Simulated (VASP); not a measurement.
A run of VASP 6.6.1:

Contents of INCAR:

```
SYSTEM = PbI2Cl2
ALGO = Normal
EDIFF = 1E-7
ENCUT = 520
GGA = PE
ISIF = 2
ISMEAR = 0
LASPH = .TRUE.
LCHARG = .FALSE.
LREAL = .FALSE.
LWAVE = .FALSE.
NBANDS = 29
NELM = 80
PREC = Accurate
SIGMA = 0.1
```

The input KPOINTS:

```
k-points
0
G
  12 12 4
  0 0 0
```

File POSCAR:

```
PbI2Cl2
1.0
    4.4320798579      0.0000000000      0.0000000000
   -2.2160399289      3.8382937485      0.0000000000
    0.0000000000      0.0000000000     11.8419279370
Pb I Cl
1 2 2
Direct
    0.0000000000      0.0000000000      0.0000000000
    0.3333333333      0.6666666667      0.8207339318
    0.6666666667      0.3333333333      0.1792660682
    0.3333333333      0.6666666667      0.6054242099
    0.6666666667      0.3333333333      0.3945757901
```

Potentials or basis: VASP PAW PBE potentials, release 64 (Pb_d, I, Cl).

The run is started by

```console
$ cat potpaw_PBE.64/Pb_d/POTCAR potpaw_PBE.64/I/POTCAR potpaw_PBE.64/Cl/POTCAR > POTCAR
$ mpirun -np 1 vasp_std > vasp.out
```

Hardware: 1 thread of Intel(R) Xeon(R) 6975P-C (Granite Rapids) (shared host).

**Question.** How long does it take, and how much memory?

**Answer.** Run time: 3.8 min on 1 thread of Intel(R) Xeon(R) 6975P-C (Granite Rapids), on a shared host, peak memory 0.59 GiB. Counts: scf iterations 17, k points 69.
